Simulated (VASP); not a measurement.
A run of VASP 6.6.1 is set up as follows.

File INCAR:

```
ALGO = Normal
EDIFF = 1E-6
ENCUT = 520
GGA = PE
ISIF = 2
ISMEAR = 0
ISPIN = 2
LASPH = True
LCHARG = True
LELF = True
LORBIT = 11
LREAL = False
LVHAR = True
LWAVE = False
MAGMOM = 0 0 0 0 1
NBANDS = 19
NELM = 150
PREC = Accurate
SIGMA = 0.1
```

File KPOINTS:

```
k-points
0
Gamma
  4 4 4
```

Contents of POSCAR:

```
Mg4O
1.0
    4.2254869500      0.0000000000      0.0000000000
    0.0000000000      4.2254869500      0.0000000000
    0.0000000000      0.0000000000      4.2254869500
Mg O
4 1
Direct
    0.5000000000      0.0000000000      0.0000000000
    0.0000000000      0.5000000000      0.0000000000
    0.0000000000      0.0000000000      0.5000000000
    0.5000000000      0.5000000000      0.5000000000
    0.0000000000      0.0000000000      0.0000000000
```

Potentials or basis: VASP PAW PBE potentials, release 64 (Mg, O).

The run is started by

```sh
$ cat potpaw_PBE.64/Mg/POTCAR potpaw_PBE.64/O/POTCAR > POTCAR
$ mpirun -np 1 vasp_std > vasp.out
```

(1) What does it give for the pressure?

(2) Predict the net moment.

(3) What does it give for the band gap on the k mesh?

## Answers

(1) 10.3 GPa.

(2) 0.00 μB per cell.

(3) zero (filled and empty bands overlap).

Caveat: the k points lie up to 0.37 Å⁻¹ apart, too coarse for converged energies and pressures of a metal.
